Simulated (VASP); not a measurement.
# Fe (P6_3/mmc) in VASP: further runs

The runs below take Fe through single point, with r2SCAN.

Program: VASP 6.6.1. These are calculated values, not measurements. Logs are shortened: lines on timing, memory, paths and dates and some standing lists are left out, and cuts for length are marked.

## 1. The cell of the first run

Symmetry: P6_3/mmc, No. 194, hexagonal system. The conventional cell has a = 2.541 Å, b = 2.541 Å, c = 4.384 Å, α = 90.00°, β = 90.00°, γ = 120.00°. Fe (site symmetry -6m2) has 12 Fe at 2.54 to 2.64 Å within 3.4 Å.

This isn't the form of Fe at room conditions, which is bcc.

## 2. Single point, r2SCAN, collinear spin, ferromagnetic start

POSCAR reads:

```
Fe
1.0
    2.5408986257      0.0000000000      0.0000000000
   -1.2704493128      2.2004827583      0.0000000000
    0.0000000000      0.0000000000      4.3841929212
Fe
2
Direct
    0.3333333333      0.6666666667      0.2500000000
    0.6666666667      0.3333333333      0.7500000000
```

INCAR.step1 reads:

```
SYSTEM = Fe
PREC = Accurate
ENCUT = 520
ISMEAR = 0
SIGMA = 0.1
LREAL = .FALSE.
LASPH = .TRUE.
NELM = 150
ISPIN = 2
MAGMOM = 3.16 3.16
LMAXMIX = 4
NBANDS = 19
GGA = PE
ALGO = Normal
EDIFF = 1E-4
LWAVE = .TRUE.
LCHARG = .FALSE.
```

INCAR.step2 reads:

```
SYSTEM = Fe
PREC = Accurate
ENCUT = 520
EDIFF = 1E-6
ISMEAR = 0
SIGMA = 0.1
LREAL = .FALSE.
LASPH = .TRUE.
NELM = 150
ALGO = Normal
ISIF = 2
LWAVE = .FALSE.
LCHARG = .TRUE.
ISPIN = 2
MAGMOM = 3.16 3.16
LORBIT = 11
LMAXMIX = 4
METAGGA = R2SCAN
LMIXTAU = .TRUE.
LELF = .TRUE.
LVHAR = .TRUE.
NBANDS = 19
ISTART = 1
```

KPOINTS reads:

```
regular mesh
0
G
  18 18 10
  0 0 0
```

Potentials or basis: VASP PAW PBE potentials, release 64 (Fe).

Command:

```bash
> cat potpaw_PBE.64/Fe/POTCAR > POTCAR
> cp INCAR.step1 INCAR
> mpirun -np 1 vasp_std > vasp.out
> cp INCAR.step2 INCAR
> mpirun -np 1 vasp_std > vasp.out
```

OUTCAR:

```text
SYSTEM = Fe
   PREC = Accurate
   ENCUT = 520
   EDIFF = 1E-6
   ISMEAR = 0
   LREAL = .FALSE.
   LASPH = .TRUE.
   NELM = 150
   ISIF = 2
   ISPIN = 2
   LORBIT = 11
   METAGGA = R2SCAN
   ISTART = 1

 ion  position               nearest neighbor table
   1  0.333  0.667  0.250-   2 2.64   2 2.64   2 2.64   2 2.64   2 2.64   2 2.64
   2  0.667  0.333  0.750-   1 2.64   1 2.64   1 2.64   1 2.64   1 2.64   1 2.64

  LATTYP: Found a hexagonal cell.
 ALAT       =     2.5408986257
 C/A-ratio  =     1.7254497589

  Lattice vectors:

 A1 = (   2.5408986257,   0.0000000000,   0.0000000000)
 A2 = (  -1.2704493128,   2.2004827583,   0.0000000000)
 A3 = (   0.0000000000,   0.0000000000,   4.3841929212)

Analysis of symmetry for initial positions (statically):
=====================================================================
 Subroutine PRICEL returns:
 Original cell was already a primitive cell.

 Routine SETGRP: Setting up the symmetry group for a
 hexagonal supercell.

 Subroutine GETGRP returns: Found 24 space group operations
 (whereof 12 operations were pure point group operations)
 out of a pool of 24 trial point group operations.

The static configuration has the point symmetry D_3d.
 The point group associated with its full space group is D_6h.

Analysis of symmetry for dynamics (positions and initial velocities):
=====================================================================
 Subroutine PRICEL returns:
 Original cell was already a primitive cell.

 Routine SETGRP: Setting up the symmetry group for a
 hexagonal supercell.

 Subroutine GETGRP returns: Found 24 space group operations
 (whereof 12 operations were pure point group operations)
 out of a pool of 24 trial point group operations.

The dynamic configuration has the point symmetry D_3d.
 The point group associated with its full space group is D_6h.

Analysis of structural, dynamic, and magnetic symmetry:
=====================================================================
 Subroutine PRICEL returns:
 Original cell was already a primitive cell.

 Routine SETGRP: Setting up the symmetry group for a
 hexagonal supercell.

 Subroutine GETGRP returns: Found 24 space group operations
 (whereof 12 operations were pure point group operations)
 out of a pool of 24 trial point group operations.

The overall configuration has the point symmetry D_3d.
 The point group associated with its full space group is D_6h.

 Subroutine INISYM returns: Found 24 space group operations
 (whereof 12 operations are pure point group operations),
 and found     1 'primitive' translations

----------------------------------------------------------------------------------------

                                     Primitive cell

  volume of cell :      24.5129

  direct lattice vectors                    reciprocal lattice vectors
     2.540898626  0.000000000  0.000000000     0.393561549  0.227222866  0.000000000
    -1.270449313  2.200482758  0.000000000     0.000000000  0.454445733  0.000000000
     0.000000000  0.000000000  4.384192921     0.000000000  0.000000000  0.228092152

  length of vectors
     2.540898626  2.540898626  4.384192921     0.454445733  0.454445733  0.228092152

  position of ions in fractional coordinates (direct lattice)
     0.333333333  0.666666667  0.250000000
     0.666666667  0.333333333  0.750000000

  ion indices of the primitive-cell ions
   primitive index   ion index
                 1           1
                 2           2

----------------------------------------------------------------------------------------

 KPOINTS: regular mesh

Automatic generation of k-mesh.
 Grid dimensions read from file:
 generate k-points for:   18   18   10

 Generating k-lattice:

  Cartesian coordinates                     Fractional coordinates (reciprocal lattice)
     0.021864531  0.012623493  0.000000000     0.055555556 -0.000000000  0.000000000
     0.000000000  0.025246985  0.000000000     0.000000000  0.055555556  0.000000000
[... 48 lines left out ...]
   NGX =  9   NGY =  9   NGZ = 17

 number of electron      15.9999994 magnetization       5.6298963

 Free energy of the ion-electron system (eV)
  ---------------------------------------------------
  ext. energy  EPLUGINS =         0.00000000
  ---------------------------------------------------
  free energy    TOTEN  =       -28.39475785 eV

  energy without entropy =      -28.38409370  energy(sigma->0) =      -28.38942578

 E-fermi :   5.5584     XC(G=0): -13.7449

 val. band max:        5.5553006034   @ k =   0.4444   0.0556   0.0000
 cond. band min:       5.5588680484   @ k =   0.4444   0.1111   0.1000
 fundamental gap:      0.0035674450
 Fermi energy:         5.5583873499

 spin component 1

 k-point     1 :       0.0000    0.0000    0.0000
  band No.  band energies     occupation
      1      -3.2893      1.00000
      2       0.0284      1.00000
      3       2.1361      1.00000
      4       2.2136      1.00000
      5       2.2136      1.00000
      6       2.4397      1.00000
[... 11 lines left out ...]
     18      30.1045      0.00000
     19      31.0414      0.00000
[... 485 lines left out ...]
 k-point    24 :       0.3889    0.1111    0.0000
  band No.  band energies     occupation
      1       0.4225      1.00000
      2       0.4609      1.00000
      3       0.5507      1.00000
      4       1.9618      1.00000
      5       2.1184      1.00000
      6       2.3687      1.00000
[... 11 lines left out ...]
     18      24.9135      0.00000
     19      26.8861      0.00000

 [... further k-points ...]

 spin component 2

 k-point     1 :       0.0000    0.0000    0.0000
  band No.  band energies     occupation
      1      -3.6544      1.00000
      2       1.4261      1.00000
      3       4.2077      1.00000
      4       4.9960      1.00000
      5       5.8940      0.00000
      6       5.8941      0.00000
[... 11 lines left out ...]
     18      31.8582      0.00000
     19      32.4473      0.00000
[... 485 lines left out ...]
 k-point    24 :       0.3889    0.1111    0.0000
  band No.  band energies     occupation
      1       1.9277      1.00000
      2       2.9518      1.00000
      3       3.4258      1.00000
      4       3.8194      1.00000
      5       5.5950      0.30218
      6       5.7075      0.01747
[... 11 lines left out ...]
     18      25.3331      0.00000
     19      28.3202      0.00000

 [... further k-points ...]

------------------------ aborting loop because EDIFF is reached ----------------------------------------

  FORCE on cell =-STRESS in cart. coord.  units (eV):
  Direction    XX          YY          ZZ          XY          YZ          ZX
  --------------------------------------------------------------------------------------
  -------------------------------------------------------------------------------------
  Total       -0.0721385     -0.0721385     -0.0146917     -0.0000000      0.0000000      0.0000000
  in kB       -4.7150136     -4.7150136     -0.9602547     -0.0000000      0.0000000      0.0000000
  external PRESSURE =      -3.4634273 kB  Pullay stress =       0.0000000 kB

 VOLUME and BASIS-vectors are now :
 -----------------------------------------------------------------------------
  energy-cutoff  :      520.00
  volume of cell :       24.51
      direct lattice vectors                 reciprocal lattice vectors
     2.540898626  0.000000000  0.000000000     0.393561549  0.227222866  0.000000000
    -1.270449313  2.200482758  0.000000000     0.000000000  0.454445733  0.000000000
     0.000000000  0.000000000  4.384192921     0.000000000  0.000000000  0.228092152

 POSITION                                       TOTAL-FORCE (eV/Angst)
 -----------------------------------------------------------------------------------
     -0.00000      1.46699      1.09605         0.000000     -0.000000      0.000000
      1.27045      0.73349      3.28814        -0.000000      0.000000      0.000000
 -----------------------------------------------------------------------------------
    total drift:                               -0.000000      0.000000     -0.000000

  FREE ENERGIE OF THE ION-ELECTRON SYSTEM (eV)
  ---------------------------------------------------
  free  energy   TOTEN  =       -28.3947578508 eV

  energy  without entropy=      -28.3840937014  energy(sigma->0) =      -28.38942578

 total charge

# of ion       s       p       d       tot
------------------------------------------
    1        0.479   0.516   6.140   7.135
    2        0.479   0.516   6.140   7.135
--------------------------------------------------
tot          0.957   1.032  12.280  14.269

 magnetization (x)

# of ion       s       p       d       tot
------------------------------------------
    1       -0.007  -0.071   2.935   2.856
    2       -0.007  -0.071   2.935   2.856
--------------------------------------------------
tot         -0.014  -0.143   5.870   5.713
```

Run time: 24 min. Hardware: 1 thread of Intel Xeon 8259CL, shared host; peak memory 0.27 GiB.

Results:

```yaml
Free_energy: -28.3948 eV
Pressure: -0.3 GPa
Net_moment: 5.63 μB per cell
Site_moments: Fe +2.86 μB
Valence_electrons_inside_the_program's_atomic_spheres: Fe 7.13
```

Levels at points of the mesh, in eV from the Fermi level:
Spin up:
```
           k point  band 8  band 9  band 10  band 11  band 12  band 13  band 14  band 15
(0.00, 0.00, 0.00)   -2.68   -2.68    -1.86    -1.86    -0.98     4.76    21.96    22.30
(0.50, 0.00, 0.00)   -1.76   -1.40    -1.30     0.93     2.93     8.50     9.12    11.40
(0.00, 0.00, 0.50)   -3.37   -2.13    -2.13    -2.13    -2.13    12.47    12.47    22.60
(0.50, 0.00, 0.50)   -1.67   -1.34    -1.34     1.25     1.25     6.58     6.58    17.41
```
Spin down:
```
           k point  band 3  band 4  band 5  band 6  band 7  band 8
(0.00, 0.00, 0.00)   -1.35   -0.56    0.34    0.34    0.66    0.66
(0.50, 0.00, 0.00)   -2.24   -1.69   -0.02    0.11    0.89    2.80
(0.00, 0.00, 0.50)   -1.22   -1.22    0.38    0.38    0.38    0.38
(0.50, 0.00, 0.50)   -1.65   -1.65    0.43    0.43    1.87    1.87
```

Caveat: the PAW data sets were made with another functional, which shifts forces and pressure a little.

## 3. Single point, r2SCAN, collinear spin, ferromagnetic start

POSCAR is that of step 2.

INCAR.step1 reads:

```
ALGO = Normal ; EDIFF = 1E-4
ENCUT = 520 ; GGA = PE
ISMEAR = 0 ; ISPIN = 2
LASPH = True ; LCHARG = False
LMAXMIX = 4 ; LREAL = False
LWAVE = True ; MAGMOM = 3.21 3.21
NBANDS = 19 ; NELM = 150
PREC = Accurate ; SIGMA = 0.1
```

INCAR.step2 reads:

```
ALGO = Normal ; EDIFF = 1E-7
ENCUT = 520 ; ISIF = 2
ISMEAR = 0 ; ISPIN = 2
ISTART = 1 ; LASPH = True
LCHARG = False ; LMAXMIX = 4
LMIXTAU = True ; LORBIT = 11
LREAL = False ; LWAVE = False
MAGMOM = 3.21 3.21 ; METAGGA = R2SCAN
NBANDS = 19 ; NELM = 150
PREC = Accurate ; SIGMA = 0.1
```

KPOINTS reads:

```
k-points
0
Gamma
  18 18 10
```

Potentials or basis: VASP PAW PBE potentials, release 64 (Fe).

Command:

```bash
> cat potpaw_PBE.64/Fe/POTCAR > POTCAR
> cp INCAR.step1 INCAR
> mpirun -np 1 vasp_std > vasp.out
> cp INCAR.step2 INCAR
> mpirun -np 1 vasp_std > vasp.out
```

It took 27 min on 1 thread of Intel Xeon 8259CL, shared host; peak memory 0.28 GiB.

It converged, with:

```
Free energy                                           : -28.3948 eV
Pressure                                              : -0.4 GPa
Net moment                                            : 5.63 μB per cell
Site moments                                          : Fe +2.86 μB
Valence electrons inside the program's atomic spheres : Fe 7.13
```

Stress tensor (GPa, compression positive):
```
-0.48  0.00  0.00
 0.00 -0.48  0.00
 0.00  0.00 -0.10
```

Levels at points of the mesh, in eV from the Fermi level:
Spin up:
```csv
k point,band 9,band 10,band 11,band 12,band 13,band 14
"(0.00, 0.00, 0.00)",-2.68,-1.86,-1.86,-0.98,4.76,21.96
"(0.50, 0.00, 0.00)",-1.40,-1.30,0.93,2.93,8.50,9.12
"(0.00, 0.00, 0.50)",-2.13,-2.13,-2.13,-2.13,12.47,12.47
"(0.50, 0.00, 0.50)",-1.34,-1.34,1.25,1.25,6.58,6.58
```
Spin down:
| k point | band 1 | band 2 | band 3 | band 4 | band 5 | band 6 | band 7 | band 8 | band 9 | band 10 |
| --- | --- | --- | --- | --- | --- | --- | --- | --- | --- | --- |
| (0.00, 0.00, 0.00) | -9.21 | -4.13 | -1.35 | -0.56 | 0.34 | 0.34 | 0.66 | 0.66 | 1.94 | 1.94 |
| (0.50, 0.00, 0.00) | -3.44 | -2.96 | -2.24 | -1.69 | -0.02 | 0.11 | 0.89 | 2.80 | 2.92 | 3.11 |
| (0.00, 0.00, 0.50) | -7.09 | -7.09 | -1.22 | -1.22 | 0.38 | 0.38 | 0.38 | 0.38 | 2.58 | 2.58 |
| (0.50, 0.00, 0.50) | -3.30 | -3.30 | -1.65 | -1.65 | 0.43 | 0.43 | 1.87 | 1.87 | 2.87 | 2.87 |

Caveat: the PAW data sets were made with another functional, which shifts forces and pressure a little.

## 4. Single point, r2SCAN, collinear spin, ferromagnetic start (12.62 Å³/atom)

This run uses another cell than the first one, of 12.62 Å³/atom.

POSCAR reads:

```
Fe
1.0
    2.5651806937      0.0000000000      0.0000000000
   -1.2825903468      2.2215116460      0.0000000000
    0.0000000000      0.0000000000      4.4306315182
Fe
2
Direct
    0.3333333333      0.6666666667      0.2500000000
    0.6666666667      0.3333333333      0.7500000000
```

INCAR.step1 reads:

```
ALGO     = Normal         # electronic algorithm
EDIFF    = 1E-4           # SCF threshold, eV
ENCUT    = 520            # plane-wave cutoff, eV
GGA      = PE             # functional
ISMEAR   = 0              # smearing method
ISPIN    = 2              # spin polarisation
LASPH    = True           # aspherical terms in the spheres
LCHARG   = False          # write CHGCAR
LMAXMIX  = 4              # l up to which the mixer works
LREAL    = False          # projectors in reciprocal space
LWAVE    = True           # write WAVECAR
MAGMOM   = 3.21 3.21      # initial moments
NBANDS   = 19             # bands
NELM     = 150            # most SCF steps
PREC     = Accurate       # precision mode
SIGMA    = 0.1            # smearing width, eV
```

INCAR.step2 reads:

```
ALGO     = Normal         # electronic algorithm
EDIFF    = 1E-6           # SCF threshold, eV
ENCUT    = 520            # plane-wave cutoff, eV
ISIF     = 2              # what is computed and relaxed
ISMEAR   = 0              # smearing method
ISPIN    = 2              # spin polarisation
ISTART   = 1            
LASPH    = True           # aspherical terms in the spheres
LCHARG   = False          # write CHGCAR
LMAXMIX  = 4              # l up to which the mixer works
LMIXTAU  = True         
LORBIT   = 11             # projections on sites
LREAL    = False          # projectors in reciprocal space
LWAVE    = False          # write WAVECAR
MAGMOM   = 3.21 3.21      # initial moments
METAGGA  = R2SCAN         # meta-GGA
NBANDS   = 19             # bands
NELM     = 150            # most SCF steps
PREC     = Accurate       # precision mode
SIGMA    = 0.1            # smearing width, eV
```

KPOINTS is that of step 3.

Command:

```bash
> cat potpaw_PBE.64/Fe/POTCAR > POTCAR
> cp INCAR.step1 INCAR
> mpirun -np 1 vasp_std > vasp.out
> cp INCAR.step2 INCAR
> mpirun -np 1 vasp_std > vasp.out
```

Wall time 21 min (1 thread of Intel Xeon 8259CL, shared host); peak memory 0.28 GiB.

It converged, with:

```yaml
Free_energy: -28.3825 eV
Pressure: -4.9 GPa
Net_moment: 5.68 μB per cell
Site_moments: Fe +2.89 μB
Valence_electrons_inside_the_program's_atomic_spheres: Fe 7.08
```

Stress tensor (GPa, compression positive):
```
-5.05  0.00  0.00
 0.00 -5.05  0.00
 0.00  0.00 -4.56
```

Levels at points of the mesh, in eV from the Fermi level:
Spin up:
```tsv
k point	band 8	band 9	band 10	band 11	band 12	band 13	band 14	band 15
(0.00, 0.00, 0.00)	-2.74	-2.74	-1.96	-1.96	-0.99	4.47	21.68	21.90
(0.50, 0.00, 0.00)	-1.87	-1.51	-1.42	0.82	2.75	8.25	8.81	11.11
(0.00, 0.00, 0.50)	-3.39	-2.22	-2.22	-2.22	-2.22	12.10	12.10	22.30
(0.50, 0.00, 0.50)	-1.75	-1.46	-1.46	1.18	1.18	6.29	6.29	17.04
```
Spin down:
```csv
k point,band 3,band 4,band 5,band 6,band 7,band 8
"(0.00, 0.00, 0.00)",-1.37,-0.56,0.35,0.35,0.66,0.66
"(0.50, 0.00, 0.00)",-2.12,-1.68,-0.03,0.15,0.92,2.72
"(0.00, 0.00, 0.50)",-1.19,-1.19,0.39,0.39,0.39,0.39
"(0.50, 0.00, 0.50)",-1.58,-1.58,0.38,0.38,1.85,1.85
```

Caveat: the cell stands under tension; the PAW data sets were made with another functional, which shifts forces and pressure a little.

## 5. Single point, r2SCAN, collinear spin, ferromagnetic start (12.99 Å³/atom)

This run uses another cell than the first one, of 12.99 Å³/atom.

POSCAR reads:

```
Fe
1.0
    2.5875178166      0.0000000000      0.0000000000
   -1.2937589083      2.2408561619      0.0000000000
    0.0000000000      0.0000000000      4.4812946558
Fe
2
Direct
    0.3333333333      0.6666666667      0.2500000000
    0.6666666667      0.3333333333      0.7500000000
```

INCAR.step1 is that of step 4.

Edit INCAR.step2 of step 4 so:

```diff
@@ -1,3 +1,3 @@
 ALGO     = Normal         # electronic algorithm
-EDIFF    = 1E-6           # SCF threshold, eV
+EDIFF    = 1E-7           # SCF threshold, eV
 ENCUT    = 520            # plane-wave cutoff, eV
```

KPOINTS is that of step 4.

Command:

```bash
> cat potpaw_PBE.64/Fe/POTCAR > POTCAR
> cp INCAR.step1 INCAR
> mpirun -np 1 vasp_std > vasp.out
> cp INCAR.step2 INCAR
> mpirun -np 1 vasp_std > vasp.out
```

Wall time 23 min (1 thread of Intel Xeon 8259CL, shared host); peak memory 0.28 GiB.

Results (log left out):

```yaml
Free_energy: -28.3515 eV
Pressure: -8.7 GPa
Net_moment: 5.73 μB per cell
Site_moments: Fe +2.92 μB
Valence_electrons_inside_the_program's_atomic_spheres: Fe 7.03
```

Stress tensor (GPa, compression positive):
```
-8.76  0.00  0.00
 0.00 -8.76  0.00
 0.00  0.00 -8.44
```

Levels at points of the mesh, in eV from the Fermi level:
Spin up:
```tsv
k point	band 8	band 9	band 10	band 11	band 12	band 13	band 14	band 15
(0.00, 0.00, 0.00)	-2.79	-2.79	-2.06	-2.06	-1.00	4.18	21.43	21.45
(0.50, 0.00, 0.00)	-1.97	-1.61	-1.52	0.72	2.58	8.02	8.52	10.84
(0.00, 0.00, 0.50)	-3.41	-2.30	-2.30	-2.30	-2.30	11.72	11.72	22.04
(0.50, 0.00, 0.50)	-1.82	-1.56	-1.56	1.11	1.11	6.02	6.02	16.65
```
Spin down:
| k point | band 2 | band 3 | band 4 | band 5 | band 6 | band 7 | band 8 | band 9 |
| --- | --- | --- | --- | --- | --- | --- | --- | --- |
| (0.00, 0.00, 0.00) | -3.97 | -1.40 | -0.55 | 0.36 | 0.36 | 0.65 | 0.65 | 1.92 |
| (0.50, 0.00, 0.00) | -2.76 | -2.00 | -1.65 | -0.04 | 0.18 | 0.96 | 2.65 | 2.75 |
| (0.00, 0.00, 0.50) | -6.94 | -1.16 | -1.16 | 0.40 | 0.40 | 0.40 | 0.40 | 2.50 |
| (0.50, 0.00, 0.50) | -3.08 | -1.51 | -1.51 | 0.34 | 0.34 | 1.85 | 1.85 | 2.71 |

Caveat: the cell stands under tension; the PAW data sets were made with another functional, which shifts forces and pressure a little.

## 6. Overview

| cell | gap on the mesh (eV) | pressure (GPa) | moment (μB) |
| --- | --- | --- | --- |
| a = 2.541, b = 2.541, c = 4.384 Å, angles 90.0, 90.0, 120.0°, 2 atoms | none | -0.4 | 5.63 |
| a = 2.565, b = 2.565, c = 4.431 Å, angles 90.0, 90.0, 120.0°, 2 atoms | none | -4.9 | 5.68 |
| a = 2.588, b = 2.588, c = 4.481 Å, angles 90.0, 90.0, 120.0°, 2 atoms | none | -8.7 | 5.73 |

Alike in all rows: task single point; level r2SCAN; potentials or basis VASP PAW PBE potentials, release 64 (Fe); spin collinear, ferromagnetic start; k mesh 18 × 18 × 10; cutoff (eV) 520; smearing gaussian 0.1 eV.

Caveats: the PAW data sets were made with another functional, which shifts forces and pressure a little; the cell stands under tension (at least some runs).

Absolute energies hang on the potentials; compare differences alone.
